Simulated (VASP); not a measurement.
# NbSiSn (P4/nmm) in VASP: single point with r2SCAN

Aim: the single point of NbSiSn with r2SCAN.

Everything below comes from runs of VASP 6.6.1. Logs are shortened: lines on timing, memory, paths and dates and some standing lists are left out, and cuts for length are marked.

### 1 The cell of the first run

It takes space group P4/nmm (No. 129, tetragonal). The conventional cell has a = 3.388 Å, b = 3.388 Å, c = 8.543 Å, α = 90.00°, β = 90.00°, γ = 90.00°. Within 3.6 Å of Sn (site symmetry 4mm) lie 5 Si at 2.69 to 2.70 Å and 5 Nb at 2.87 to 3.03 Å and 4 Sn at 3.39 Å. Within 3.7 Å of Nb (site symmetry 4mm) lie 8 Nb at 2.81 to 3.39 Å and 1 Si at 2.82 Å and 5 Sn at 2.87 to 3.03 Å. Si (site symmetry 4mm) has 5 Sn at 2.69 to 2.70 Å and 8 Si at 2.80 to 3.39 Å and 1 Nb at 2.82 Å within 3.6 Å.

### 2 Single point, r2SCAN

Contents of POSCAR:

```
NbSiSn
1.0
    3.3880438100      0.0000000000      0.0000000000
    0.0000000000      3.3880438100      0.0000000000
    0.0000000000      0.0000000000      8.5427671500
Sn Nb Si
2 2 2
Direct
    0.7500000000      0.7500000000      0.7306300000
    0.2500000000      0.2500000000      0.2693700000
    0.2500000000      0.2500000000      0.9146000000
    0.7500000000      0.7500000000      0.0854000000
    0.7500000000      0.7500000000      0.4152000000
    0.2500000000      0.2500000000      0.5848000000
```

Contents of INCAR.step1:

```
PREC = Accurate
ENCUT = 520
ISMEAR = -5
SIGMA = 0.0448
LREAL = False
LASPH = True
NELM = 100
LMAXMIX = 4
GGA = PE
ALGO = Normal
EDIFF = 1E-4
LWAVE = True
LCHARG = False
```

Contents of INCAR.step2:

```
PREC = Accurate
ENCUT = 520
EDIFF = 1E-6
ISMEAR = 1
SIGMA = 0.0448
LREAL = False
LASPH = True
NELM = 100
ALGO = Normal
ISIF = 2
LWAVE = False
LCHARG = False
LMAXMIX = 4
METAGGA = R2SCAN
LMIXTAU = True
LORBIT = 11
ISTART = 1
```

Contents of KPOINTS:

```
regular mesh
0
Gamma
  10 10 4
```

Potentials or basis: VASP PAW PBE potentials, release 64 (Sn_d, Nb_sv, Si).

Run with:

```
$ cat potpaw_PBE.64/Sn_d/POTCAR potpaw_PBE.64/Nb_sv/POTCAR potpaw_PBE.64/Si/POTCAR > POTCAR
$ cp INCAR.step1 INCAR
$ mpirun -np 1 vasp_std > vasp.out
$ cp INCAR.step2 INCAR
$ mpirun -np 1 vasp_std > vasp.out
```

OUTCAR:

```text
PREC = Accurate
   ENCUT = 520
   EDIFF = 1E-6
   ISMEAR = 1
   LREAL = False
   LASPH = True
   NELM = 100
   ISIF = 2
   METAGGA = R2SCAN
   LORBIT = 11
   ISTART = 1

 ion  position               nearest neighbor table
   1  0.750  0.750  0.731-   5 2.69   6 2.70   6 2.70   6 2.70   6 2.70   3 2.87   3 2.87   3 2.87
                             3 2.87   4 3.03
   2  0.250  0.250  0.269-   6 2.69   5 2.70   5 2.70   5 2.70   5 2.70   4 2.87   4 2.87   4 2.87
                             4 2.87   3 3.03
   3  0.250  0.250  0.915-   4 2.81   4 2.81   4 2.81   4 2.81   6 2.82   1 2.87   1 2.87   1 2.87
                             1 2.87   2 3.03
   4  0.750  0.750  0.085-   3 2.81   3 2.81   3 2.81   3 2.81   5 2.82   2 2.87   2 2.87   2 2.87
                             2 2.87   1 3.03
   5  0.750  0.750  0.415-   1 2.69   2 2.70   2 2.70   2 2.70   2 2.70   6 2.80   6 2.80   6 2.80
                             6 2.80   4 2.82
   6  0.250  0.250  0.585-   2 2.69   1 2.70   1 2.70   1 2.70   1 2.70   5 2.80   5 2.80   5 2.80
                             5 2.80   3 2.82

  LATTYP: Found a simple tetragonal cell.
 ALAT       =     3.3880438100
 C/A-ratio  =     2.5214453027

  Lattice vectors:

 A1 = (   3.3880438100,   0.0000000000,   0.0000000000)
 A2 = (   0.0000000000,   3.3880438100,   0.0000000000)
 A3 = (   0.0000000000,   0.0000000000,   8.5427671500)

Analysis of symmetry for initial positions (statically):
=====================================================================
 Subroutine PRICEL returns:
 Original cell was already a primitive cell.

 Routine SETGRP: Setting up the symmetry group for a
 simple tetragonal supercell.

 Subroutine GETGRP returns: Found 16 space group operations
 (whereof  4 operations were pure point group operations)
 out of a pool of 16 trial point group operations.

The static configuration has the point symmetry C_2h.
 The point group associated with its full space group is D_4h.

Analysis of symmetry for dynamics (positions and initial velocities):
=====================================================================
 Subroutine PRICEL returns:
 Original cell was already a primitive cell.

 Routine SETGRP: Setting up the symmetry group for a
 simple tetragonal supercell.

 Subroutine GETGRP returns: Found 16 space group operations
 (whereof  4 operations were pure point group operations)
 out of a pool of 16 trial point group operations.

[... 122 lines left out ...]
   EMIN   =  10.00;   EMAX   =-10.00  energy-range for DOS
   EFERMI =   0.00;   METHOD = LEGACY
   ISMEAR =     1;   SIGMA  =   0.04  broadening in eV -4-tet -1-fermi 0-gaus
   EFERMI_NEDOS =   21; number of points for ismear=-14 and -15
   IALGO  =     38    algorithm
   IMIX   =      4    mixing-type and parameters
     AMIX     =   0.40;   BMIX     =  1.00
     AMIX_MAG =   1.60;   BMIX_MAG =  1.00
  volume/ion in A,a.u.               =      16.34       110.29
  Fermi-wavevector in a.u.,A,eV,Ry     =   1.405098  2.655250 26.861977  1.974300
  Thomas-Fermi vector in A             =   2.527593
   LORBIT       =     11    0 simple, 1 ext, 2 COOP (PROOUT), +10 PAW based schemes
   METAGGA = R2SCAN    functional components
   LHFCALC =     F    Hartree Fock is set to
   AEXX    =    0.0000 exact exchange contribution
   IVDW    =     0    specifies the selected vdW correction
   LEPSILON=     F    determine dielectric tensor
   LRPA    =     F    only Hartree local field effects (RPA)
 non-spin polarized calculation
 Methfessel and Paxton  Order N= 1 SIGMA  =   0.04
  energy-cutoff  :      520.00
  volume of cell :       98.06
 maximum number of plane-waves:      2672
 NGX is ok and might be reduce to    28

 number of electron      61.9999983 magnetization

 Free energy of the ion-electron system (eV)
  ---------------------------------------------------
  ext. energy  EPLUGINS =         0.00000000
  ---------------------------------------------------
  free energy    TOTEN  =      -113.89185657 eV

  energy without entropy =     -113.89060232  energy(sigma->0) =     -113.89143849

 E-fermi :  12.5717     XC(G=0): -13.2949

 val. band max:       12.5715553981   @ k =   0.3000   0.1000   0.0000
 cond. band min:      12.5798581196   @ k =   0.1000   0.1000   0.5000
 fundamental gap:      0.0083027216
 Fermi energy:        12.5716760284

 k-point     1 :       0.0000    0.0000    0.0000
  band No.  band energies     occupation
      1     -43.9728      2.00000
      2     -43.6873      2.00000
      3     -19.5743      2.00000
      4     -19.4827      2.00000
      5     -19.4827      2.00000
      6     -19.1760      2.00000
[... 949 lines left out ...]
     36      15.0621      0.00000
     37      16.2083      0.00000

 [... further k-points ...]

------------------------ aborting loop because EDIFF is reached ----------------------------------------

  FORCE on cell =-STRESS in cart. coord.  units (eV):
  Direction    XX          YY          ZZ          XY          YZ          ZX
  --------------------------------------------------------------------------------------
  -------------------------------------------------------------------------------------
  Total       15.5830835     15.5830835      4.1861401     -0.0000000     -0.0000000      0.0000000
  in kB      254.6052631    254.6052631     68.3955321     -0.0000000     -0.0000000      0.0000000
  external PRESSURE =     192.5353527 kB  Pullay stress =       0.0000000 kB

 VOLUME and BASIS-vectors are now :
 -----------------------------------------------------------------------------
  energy-cutoff  :      520.00
  volume of cell :       98.06
      direct lattice vectors                 reciprocal lattice vectors
     3.388043810  0.000000000  0.000000000     0.295155569  0.000000000  0.000000000
     0.000000000  3.388043810  0.000000000     0.000000000  0.295155569  0.000000000
     0.000000000  0.000000000  8.542767150     0.000000000  0.000000000  0.117058089

 POSITION                                       TOTAL-FORCE (eV/Angst)
 -----------------------------------------------------------------------------------
      2.54103      2.54103      6.24160        -0.000000     -0.000000      1.930326
      0.84701      0.84701      2.30117         0.000000      0.000000     -1.930326
      0.84701      0.84701      7.81321        -0.000000     -0.000000     -1.521658
      2.54103      2.54103      0.72955         0.000000      0.000000      1.521658
      2.54103      2.54103      3.54696        -0.000000      0.000000      1.546130
      0.84701      0.84701      4.99581        -0.000000      0.000000     -1.546130
 -----------------------------------------------------------------------------------
    total drift:                                0.000000     -0.000000      0.000000

  FREE ENERGIE OF THE ION-ELECTRON SYSTEM (eV)
  ---------------------------------------------------
  free  energy   TOTEN  =      -113.8918565718 eV

  energy  without entropy=     -113.8906023247  energy(sigma->0) =     -113.89143849

 total charge

# of ion       s       p       d       tot
------------------------------------------
    1        1.114   1.425  10.133  12.672
    2        1.114   1.425  10.133  12.672
    3        2.184   6.005   2.603  10.791
    4        2.184   6.005   2.603  10.791
    5        0.800   0.812   0.000   1.612
    6        0.800   0.812   0.000   1.612
--------------------------------------------------
tot          8.196  16.484  25.472  50.152
```

OUTCAR.step1:

```text
PREC = Accurate
   ENCUT = 520
   ISMEAR = -5
   LREAL = False
   LASPH = True
   NELM = 100
[... 1207 lines left out ...]
      2.54103      2.54103      0.72955         0.000000      0.000000      1.430665
      2.54103      2.54103      3.54696        -0.000000     -0.000000      1.463324
      0.84701      0.84701      4.99581        -0.000000     -0.000000     -1.463324
 -----------------------------------------------------------------------------------
    total drift:                                0.000000     -0.000000      0.000000

  FREE ENERGIE OF THE ION-ELECTRON SYSTEM (eV)
  ---------------------------------------------------
  free  energy   TOTEN  =       -36.3845986066 eV

  energy  without entropy=      -36.3845986066  energy(sigma->0) =      -36.38459861
```

Wall time 6 min (1 thread of Intel Xeon 6975P-C (Granite Rapids), shared host); peak memory 0.37 GiB.

What came out:

* Free energy: -113.8919 eV
* Pressure: 19.3 GPa
* Largest force: 1.930 eV/Å
* Band gap on the k mesh: zero (bands 31 and 32 overlap by 2.76 eV)
* Valence electrons inside the program's atomic spheres: Sn 12.67; Nb 10.79; Si 1.61

Forces on the atoms (eV/Å):
```
Sn   0.000  0.000  1.930
Sn   0.000  0.000 -1.930
Nb   0.000  0.000 -1.522
Nb   0.000  0.000  1.522
Si   0.000  0.000  1.546
Si   0.000  0.000 -1.546
```

Stress tensor (GPa, compression positive):
```
25.46  0.00  0.00
 0.00 25.46  0.00
 0.00  0.00  6.84
```

Levels at points of the mesh, in eV from the Fermi level:
```csv
k point,band 29,band 30,band 31,band 32,band 33,band 34
"(0.00, 0.00, 0.00)",-0.89,0.12,0.28,0.28,0.35,0.39
"(0.50, 0.00, 0.00)",0.32,0.32,0.85,0.85,1.36,1.36
"(0.50, 0.50, 0.00)",-2.07,-2.07,-0.26,-0.26,1.42,1.42
"(0.00, 0.00, 0.50)",-1.04,0.12,0.32,1.00,1.32,1.32
"(0.50, 0.00, 0.50)",-0.91,-0.91,1.36,1.36,1.51,1.51
"(0.50, 0.50, 0.50)",-1.99,-1.99,-1.09,-1.09,0.28,0.28
```

Caveat: the cell stands under pressure; the PAW data sets were made with another functional, which shifts forces and pressure a little; spin-orbit coupling is left out, which moves the levels of the heavy elements.
